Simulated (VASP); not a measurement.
Input of a VASP 6.6.1 run:

POSCAR

```
SnO
1.0
    0.0000000000      2.7082147309      2.7082147309
    2.7082147309      0.0000000000      2.7082147309
    2.7082147309      2.7082147309      0.0000000000
Sn O
1 1
Direct
    0.0000000000      0.0000000000      0.0000000000
    0.2500000000      0.2500000000      0.2500000000
```

File INCAR.step1:

```
  PREC = Accurate
  ENCUT = 520
  ISMEAR = -1
  SIGMA = 0.02
  LREAL = F
  LASPH = T
  NELM = 60
  NBANDS = 17
  GGA = PE
  ALGO = Normal
  EDIFF = 1E-4
  LWAVE = T
  LCHARG = F
```

Contents of INCAR.step2:

```
  PREC = Accurate
  ENCUT = 520
  EDIFF = 1E-6
  ISMEAR = -1
  SIGMA = 0.02
  LREAL = F
  LASPH = T
  NELM = 60
  ALGO = Normal
  ISIF = 2
  LWAVE = F
  LCHARG = F
  METAGGA = R2SCAN
  LMIXTAU = T
  NBANDS = 17
  ISTART = 1
```

Contents of KPOINTS:

```
Automatic mesh
0
Gamma
  8 8 8
```

Potentials or basis: VASP PAW PBE potentials, release 64 (Sn_d, O).

Run with:

```console
$ cat potpaw_PBE.64/Sn_d/POTCAR potpaw_PBE.64/O/POTCAR > POTCAR
$ cp INCAR.step1 INCAR
$ mpirun -np 1 vasp_std > vasp.out
$ cp INCAR.step2 INCAR
$ mpirun -np 1 vasp_std > vasp.out
```

(1) Predict the band gap on the k mesh.

(2) Predict the pressure.

## Answers

(1) zero (bands 10 and 11 overlap by 0.19 eV).

(2) 0.3 GPa.

Caveat: the structure was generated, so it needn't be the stable form of SnO; semilocal functionals underestimate gaps, and a narrow one can read as zero; the PAW data sets were made with another functional, which shifts forces and pressure a little; spin-orbit coupling is left out, which moves the levels of the heavy elements.
